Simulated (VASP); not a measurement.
The system is NaTe3As.

```
Na Te As
1.0
     5.10316    0.00000    0.00000
     0.00000    5.10316    0.00000
     0.00000    0.00000    5.10316
Na Te As
1 3 1
Direct
  0.00000 0.00000 0.00000
  0.00000 0.50000 0.50000
  0.50000 0.00000 0.50000
  0.50000 0.50000 0.00000
  0.50000 0.50000 0.50000
```

```yaml
Program: VASP 6.6.1
Task: relaxation of cell and atoms
Functional: PBE
Potentials_or_basis: VASP PAW PBE potentials, release 64 (Na_pv, Te, As)
Cutoff: 600 eV
k_mesh: 4 × 4 × 4
Occupations: gaussian, width 0.1 eV
Spin: no spin polarisation
```

At the start: pressure 15.3 GPa; volume 26.58 Å³/atom.

**Question.** Where does the relaxation end?

**Answer.** Over 3 steps the energy falls by 308.7 meV/atom and the volume is 34.66 Å³/atom (+30.4 %); space group Pm-3m (No. 221, to 0.1 Å) before and after.

Step by step:
```tsv
step	energy change (eV)	largest force (eV/Å)	pressure (GPa)	volume (Å³)
1	0.0000	0.0000	15.27	132.90
2	-1.4546	0.0000	-1.95	187.83
3	-1.5437	0.0000	0.17	173.28
```

Final structure:
```xyz
5
Lattice="5.5751 0.0000 0.0000 0.0000 5.5751 0.0000 0.0000 0.0000 5.5751" Properties=species:S:1:pos:R:3 pbc="T T T"
Na    0.0000    0.0000    0.0000
Te    0.0000    2.7875    2.7875
Te    2.7875    0.0000    2.7875
Te    2.7875    2.7875    0.0000
As    2.7875    2.7875    2.7875
```

Caveat: the volume moved by over 15 % at a fixed basis, so the end points are rough.
